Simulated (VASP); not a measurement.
# TiAl3 (Pmm2) in VASP: a series of runs

The runs below take TiAl3 through single point, with r2SCAN+rVV10.

Program: VASP 6.6.1. These are calculated values, not measurements. Logs are shortened: lines on timing, memory, paths and dates and some standing lists are left out, and cuts for length are marked.

### Step 1. The cell of the first run

The structure is orthorhombic, space group Pmm2 (No. 25). The conventional cell has a = 2.840 Å, b = 4.681 Å, c = 4.901 Å, α = 90.00°, β = 90.00°, γ = 90.00°. Within 3.7 Å of Ti (site symmetry mm2) lie 10 Al at 2.83 to 2.85 Å and 2 Ti at 2.84 Å. Within 3.7 Å of Al (site symmetry mm2) lie 4 Ti at 2.83 to 2.84 Å and 8 Al at 2.84 to 2.86 Å. Within 3.7 Å of Al (site symmetry mm2) lie 8 Al at 2.81 to 2.86 Å and 4 Ti at 2.85 Å. Within 3.7 Å of Al (site symmetry mm2) lie 10 Al at 2.81 to 2.86 Å and 2 Ti at 2.85 Å.

### Step 2. Single point, r2SCAN+rVV10

The input, POSCAR:

```
TiAl3
1.0
    2.8396770000      0.0000000000      0.0000000000
    0.0000000000      4.6812640000      0.0000000000
    0.0000000000      0.0000000000      4.9007420000
Ti Al
1 3
Direct
    0.0000000000      0.5000000000      0.1659160000
    0.5000000000      0.5000000000      0.6672710000
    0.5000000000      0.0000000000      0.3309120000
    0.0000000000      0.0000000000      0.8359000000
```

The input, INCAR.step1:

```
SYSTEM = TiAl3
PREC = Accurate
ENCUT = 520
ISMEAR = 0
SIGMA = 0.1
LREAL = .FALSE.
LASPH = .TRUE.
NELM = 80
NBANDS = 18
GGA = PE
ALGO = Normal
EDIFF = 1E-4
LWAVE = .TRUE.
LCHARG = .FALSE.
```

The input, INCAR.step2:

```
SYSTEM = TiAl3
PREC = Accurate
ENCUT = 520
EDIFF = 1E-7
ISMEAR = 0
SIGMA = 0.1
LREAL = .FALSE.
LASPH = .TRUE.
NELM = 80
ALGO = Normal
ISIF = 2
LWAVE = .FALSE.
LCHARG = .FALSE.
METAGGA = R2SCAN
LMIXTAU = .TRUE.
LUSE_VDW = .TRUE.
IVDW_NL = 2
BPARAM = 11.95
CPARAM = 0.0093
NBANDS = 18
ISTART = 1
```

The input, KPOINTS:

```
regular mesh
0
G
  6 4 4
  0 0 0
```

Potentials or basis: VASP PAW PBE potentials, release 64 (Ti_sv, Al).

The run is started by

```bash
$ cat potpaw_PBE.64/Ti_sv/POTCAR potpaw_PBE.64/Al/POTCAR > POTCAR
$ cp INCAR.step1 INCAR
$ mpirun -np 1 vasp_std > vasp.out
$ cp INCAR.step2 INCAR
$ mpirun -np 1 vasp_std > vasp.out
```

OUTCAR:

```text
SYSTEM = TiAl3
   PREC = Accurate
   ENCUT = 520
   EDIFF = 1E-7
   ISMEAR = 0
   LREAL = .FALSE.
   LASPH = .TRUE.
   NELM = 80
   ISIF = 2
   METAGGA = R2SCAN
   IVDW_NL = 2
   BPARAM = 11.95
   ISTART = 1

 ion  position               nearest neighbor table
   1  0.000  0.500  0.166-   2 2.83   2 2.83   2 2.84   2 2.84   4 2.85   4 2.85   3 2.85   3 2.85
                             3 2.85   3 2.85
   2  0.500  0.500  0.667-   1 2.83   1 2.83   1 2.84   1 2.84   4 2.86   4 2.86   4 2.86   4 2.86
                             3 2.86   3 2.86
   3  0.500  0.000  0.331-   4 2.81   4 2.81   4 2.85   4 2.85   1 2.85   1 2.85   1 2.85   1 2.85
                             2 2.86   2 2.86
   4  0.000  0.000  0.836-   3 2.81   3 2.81   1 2.85   1 2.85   3 2.85   3 2.85   2 2.86   2 2.86
                             2 2.86   2 2.86

  LATTYP: Found a simple orthorhombic cell.
 ALAT       =     2.8396770000
 B/A-ratio  =     1.6485198845
 C/A-ratio  =     1.7258096607

  Lattice vectors:

 A1 = (   2.8396770000,   0.0000000000,   0.0000000000)
 A2 = (   0.0000000000,   4.6812640000,   0.0000000000)
 A3 = (   0.0000000000,   0.0000000000,   4.9007420000)

Analysis of symmetry for initial positions (statically):
=====================================================================
 Subroutine PRICEL returns:
 Original cell was already a primitive cell.

 Routine SETGRP: Setting up the symmetry group for a
 simple orthorhombic supercell.

 Subroutine GETGRP returns: Found  4 space group operations
 (whereof  4 operations were pure point group operations)
 out of a pool of  8 trial point group operations.

The static configuration has the point symmetry C_2v.

Analysis of symmetry for dynamics (positions and initial velocities):
=====================================================================
 Subroutine PRICEL returns:
 Original cell was already a primitive cell.

 Routine SETGRP: Setting up the symmetry group for a
 simple orthorhombic supercell.

 Subroutine GETGRP returns: Found  4 space group operations
 (whereof  4 operations were pure point group operations)
 out of a pool of  8 trial point group operations.

The dynamic configuration has the point symmetry C_2v.

 Subroutine INISYM returns: Found  4 space group operations
 (whereof  4 operations are pure point group operations),
 and found     1 'primitive' translations

----------------------------------------------------------------------------------------

                                     Primitive cell
[... 93 lines left out ...]
   ENCUT  =  520.0 eV  38.22 Ry    6.18 a.u.   5.28  8.70  9.11*2*pi/ulx,y,z
   NELM   =     80;   NELMIN=  2; NELMDL=  0     # of ELM steps
   EDIFF  = 0.1E-06   stopping-criterion for ELM
   LREAL  =      F    real-space projection
   EDIFFG = 0.1E-05   stopping-criterion for IOM
   NSW    =      0    number of steps for IOM
   IBRION =     -1    ionic relax: 0-MD 1-quasi-New 2-CG
   NFREE  =      0    steps in history (QN), initial steepest desc. (CG)
   ISIF   =      2    stress and relaxation
   ISYM   =      2    0-nonsym 1-usesym 2-fastsym
   POTIM  = 0.5000    time-step for ionic-motion
   TEBEG  =    0.0;   TEEND  =   0.0 temperature during run
   PSTRESS=    0.0 pullay stress
   NELECT =      21.0000    total number of electrons
   NUPDOWN=      -1.0000    fix difference up-down
   EMIN   =  10.00;   EMAX   =-10.00  energy-range for DOS
   EFERMI =   0.00;   METHOD = LEGACY
   ISMEAR =     0;   SIGMA  =   0.10  broadening in eV -4-tet -1-fermi 0-gaus
   EFERMI_NEDOS =   21; number of points for ismear=-14 and -15
   IALGO  =     38    algorithm
   IMIX   =      4    mixing-type and parameters
     AMIX     =   0.40;   BMIX     =  1.00
     AMIX_MAG =   1.60;   BMIX_MAG =  1.00
  volume/ion in A,a.u.               =      16.29       109.91
  Fermi-wavevector in a.u.,A,eV,Ry     =   1.122492  2.121202 17.143184  1.259988
  Thomas-Fermi vector in A             =   2.259152
   LORBIT       =      0    0 simple, 1 ext, 2 COOP (PROOUT), +10 PAW based schemes
   METAGGA = R2SCAN    functional components
   LHFCALC =     F    Hartree Fock is set to
   AEXX    =    0.0000 exact exchange contribution
   IVDW_NL    =     2    kernel type
   BPARAM     =11.9500
   IVDW    =     0    specifies the selected vdW correction
   LEPSILON=     F    determine dielectric tensor
   LRPA    =     F    only Hartree local field effects (RPA)
 non-spin polarized calculation
 Gauss-broadening in eV      SIGMA  =   0.10
  energy-cutoff  :      520.00
  volume of cell :       65.15
 maximum number of plane-waves:      1776
 NGX is ok and might be reduce to    24
   NGX = 11   NGY = 17   NGZ = 19

 number of electron      21.0000004 magnetization

 Free energy of the ion-electron system (eV)
  ---------------------------------------------------
  ext. energy  EPLUGINS =         0.00000000
  ---------------------------------------------------
  free energy    TOTEN  =       -33.75291808 eV

  energy without entropy =      -33.73838545  energy(sigma->0) =      -33.74565176

 E-fermi :   8.1627     XC(G=0): -11.4051

 val. band max:        8.1551891395   @ k =   0.1667   0.0000   0.5000
 cond. band min:       8.1782960831   @ k =   0.1667   0.2500   0.5000
 fundamental gap:      0.0231069435
 Fermi energy:         8.1626509908

 k-point     1 :       0.0000    0.0000    0.0000
  band No.  band energies     occupation
      1     -50.8129      2.00000
      2     -26.1085      2.00000
      3     -26.0943      2.00000
      4     -25.7065      2.00000
      5      -2.7085      2.00000
      6       2.7164      2.00000
[... 481 lines left out ...]
      5       3.0562      2.00000
      6       3.8473      2.00000
[... 10 lines left out ...]
     17      13.2493      0.00000
     18      13.5225      0.00000

 [... further k-points ...]
[... 5 lines left out ...]
  --------------------------------------------------------------------------------------
  -------------------------------------------------------------------------------------
  Total       -1.6872165     -1.2298397     -0.4050422      0.0000000      0.0000000      0.0000000
  in kB      -41.4942068    -30.2458072     -9.9613210      0.0000000      0.0000000      0.0000000
  external PRESSURE =     -27.2337783 kB  Pullay stress =       0.0000000 kB

 VOLUME and BASIS-vectors are now :
 -----------------------------------------------------------------------------
  energy-cutoff  :      520.00
  volume of cell :       65.15
      direct lattice vectors                 reciprocal lattice vectors
     2.839677000  0.000000000  0.000000000     0.352152727  0.000000000  0.000000000
     0.000000000  4.681264000  0.000000000     0.000000000  0.213617519  0.000000000
     0.000000000  0.000000000  4.900742000     0.000000000  0.000000000  0.204050734

 POSITION                                       TOTAL-FORCE (eV/Angst)
 -----------------------------------------------------------------------------------
      0.00000      2.34063      0.81311         0.000000      0.000000     -0.019768
      1.41984      2.34063      3.27012         0.000000      0.000000     -0.036568
      1.41984      0.00000      1.62171         0.000000      0.000000      0.005445
      0.00000      0.00000      4.09653         0.000000      0.000000      0.050891
 -----------------------------------------------------------------------------------
    total drift:                               -0.000000      0.000000     -0.001237

  FREE ENERGIE OF THE ION-ELECTRON SYSTEM (eV)
  ---------------------------------------------------
  free  energy   TOTEN  =       -33.7529180796 eV

  energy  without entropy=      -33.7383854479  energy(sigma->0) =      -33.74565176
```

OUTCAR.step1:

```text
SYSTEM = TiAl3
   PREC = Accurate
   ENCUT = 520
   ISMEAR = 0
   LREAL = .FALSE.
   LASPH = .TRUE.
[... 739 lines left out ...]
      1.41984      2.34063      3.27012         0.000000      0.000000     -0.017929
      1.41984      0.00000      1.62171         0.000000      0.000000     -0.004903
      0.00000      0.00000      4.09653         0.000000      0.000000      0.074230
 -----------------------------------------------------------------------------------
    total drift:                                0.000000      0.000000      0.000379

  FREE ENERGIE OF THE ION-ELECTRON SYSTEM (eV)
  ---------------------------------------------------
  free  energy   TOTEN  =       -20.0661969491 eV

  energy  without entropy=      -20.0500997783  energy(sigma->0) =      -20.05814836
```

It took 1.7 min on 1 thread of Intel Xeon 6975P-C (Granite Rapids), shared host; peak memory 0.32 GiB.

Results:

* Free energy: -33.7529 eV
* Pressure: -2.7 GPa
* Largest force: 0.051 eV/Å
* Band gap on the k mesh: zero (an odd number of electrons rules out a gap without spin polarisation)

Forces on the atoms (eV/Å):
```
Ti   0.000  0.000 -0.020
Al   0.000  0.000 -0.037
Al   0.000  0.000  0.005
Al   0.000  0.000  0.051
```

Caveat: the k points lie up to 0.37 Å⁻¹ apart, too coarse for converged energies and pressures of a metal; the PAW data sets were made with another functional, which shifts forces and pressure a little.

### Step 3. Single point, r2SCAN+rVV10

This run uses another cell than the first one, of 15.88 Å³/atom.

The input, POSCAR:

```
TiAl3
1.0
    2.7804540126      0.0000000000      0.0000000000
    0.0000000000      4.6661624439      0.0000000000
    0.0000000000      0.0000000000      4.8944200850
Ti Al
1 3
Direct
    0.0000000000      0.5000000000      0.1637967294
    0.5000000000      0.5000000000      0.6640051392
    0.5000000000      0.0000000000      0.3336384086
    0.0000000000      0.0000000000      0.8385587228
```

The input, INCAR.step1:

```
ALGO     = Normal         # electronic algorithm
EDIFF    = 1E-4           # SCF threshold, eV
ENCUT    = 520            # plane-wave cutoff, eV
GGA      = PE             # functional
ISMEAR   = 0              # smearing method
LASPH    = T              # aspherical terms in the spheres
LCHARG   = F              # write CHGCAR
LREAL    = F              # projectors in reciprocal space
LWAVE    = T              # write WAVECAR
NBANDS   = 18             # bands
NELM     = 100            # most SCF steps
PREC     = Accurate       # precision mode
SIGMA    = 0.1            # smearing width, eV
```

The input, INCAR.step2:

```
ALGO     = Normal         # electronic algorithm
BPARAM   = 11.95        
CPARAM   = 0.0093       
EDIFF    = 1E-6           # SCF threshold, eV
ENCUT    = 520            # plane-wave cutoff, eV
ISIF     = 2              # what is computed and relaxed
ISMEAR   = 0              # smearing method
ISTART   = 1            
IVDW_NL  = 2            
LASPH    = T              # aspherical terms in the spheres
LCHARG   = T              # write CHGCAR
LELF     = T              # ELF
LMIXTAU  = T            
LREAL    = F              # projectors in reciprocal space
LUSE_VDW = T            
LVHAR    = T            
LWAVE    = F              # write WAVECAR
METAGGA  = R2SCAN         # meta-GGA
NBANDS   = 18             # bands
NELM     = 100            # most SCF steps
PREC     = Accurate       # precision mode
SIGMA    = 0.1            # smearing width, eV
```

The input, KPOINTS:

```
k-points
0
Gamma
  14 10 10
```

Potentials or basis: VASP PAW PBE potentials, release 64 (Ti_sv, Al).

The run is started by

```bash
$ cat potpaw_PBE.64/Ti_sv/POTCAR potpaw_PBE.64/Al/POTCAR > POTCAR
$ cp INCAR.step1 INCAR
$ mpirun -np 1 vasp_std > vasp.out
$ cp INCAR.step2 INCAR
$ mpirun -np 1 vasp_std > vasp.out
```

Wall time 6.3 min (1 thread of Intel Xeon 6975P-C (Granite Rapids), shared host); peak memory 0.54 GiB.

The run converged. Its results:

```yaml
Free_energy: -33.7427 eV
Pressure: 0.0 GPa
Largest_force: 0.012 eV/Å
Band_gap_on_the_k_mesh: zero (an odd number of electrons rules out a gap without spin polarisation)
```

Forces in eV/Å, atoms in the order of the input:
```
Ti   0.000  0.000  0.002
Al   0.000  0.000 -0.001
Al   0.000  0.000  0.011
Al   0.000  0.000 -0.012
```

Levels at points of the mesh, in eV from the Fermi level:
```tsv
k point	band 9	band 10	band 11	band 12	band 13	band 14
(0.00, 0.00, 0.00)	-2.86	-0.90	-0.48	2.78	2.80	2.83
(0.50, 0.00, 0.00)	-1.86	0.49	0.73	0.76	1.42	1.76
(0.00, 0.50, 0.00)	-2.28	-1.74	-0.19	2.70	2.79	2.94
(0.50, 0.50, 0.00)	-1.79	-0.51	-0.20	0.93	1.18	1.45
(0.00, 0.00, 0.50)	-2.28	-1.35	-0.37	2.47	2.68	2.86
(0.50, 0.00, 0.50)	-1.39	-0.15	-0.07	0.66	1.27	2.16
(0.00, 0.50, 0.50)	-0.25	-0.04	0.82	2.71	2.72	3.79
(0.50, 0.50, 0.50)	-3.06	-2.82	-0.86	-0.19	1.19	2.35
```

Caveat: the PAW data sets were made with another functional, which shifts forces and pressure a little.
